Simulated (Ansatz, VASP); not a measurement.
**RuS2 in VASP and in Ansatz**

```
Ru S
1.0
     3.43633    0.00000    0.00000
    -1.71816    2.97595    0.00000
     0.00000    0.00000    5.15935
Ru S
1 2
Direct
  0.00000 0.00000 0.00000
  0.33333 0.66667 0.25378
  0.66667 0.33333 0.74622
```

Alike in both runs: task single point; functional LDA; k mesh 12 × 12 × 8; occupations gaussian, width 0.05 eV; collinear spin.

|  | VASP | Ansatz |
| --- | --- | --- |
| version | VASP 6.6.1 | Ansatz 0.2.0 |
| potentials or method | VASP PAW LDA potentials, release 64 (Ru_pv, S), cutoff 520 eV | scalar-relativistic, plane waves, PAW |
| valence electrons in the cell | 26 | 28 |

Ansatz gave:

| Item | Value |
| --- | --- |
| gap on the k mesh at the Fermi level (eV) | none |
| pressure (GPa) | -8.6 |
| traceless stress, the component that is largest in VASP (GPa) | -0.28 |
| rms of the force components (eV/Å) | 0.219 |
| net moment per atom (μB) | 0.13 |
| size of the moment on the site where the two differ most (μB) | 0.25 |

Q: Which values does VASP return?

A: gap on the k mesh at the Fermi level (eV): none; pressure (GPa): -8.6; traceless stress, the component that is largest in VASP (GPa): -0.30; rms of the force components (eV/Å): 0.219; net moment per atom (μB): 0.11; size of the moment on the site where the two differ most (μB): 0.23.

LDA's correlation is that of Perdew and Zunger in VASP and of Perdew and Wang (1992) in Ansatz. Site moments also hang on the region over which each program counts them. Atom by atom the forces differ by 0.001 eV/Å (rms over components). A gap of «none» marks a metal or a gap that the smearing closes. VASP's potentials hold 26 valence electrons a cell and Ansatz's 28, so a difference there can come from the potentials and not from the codes.
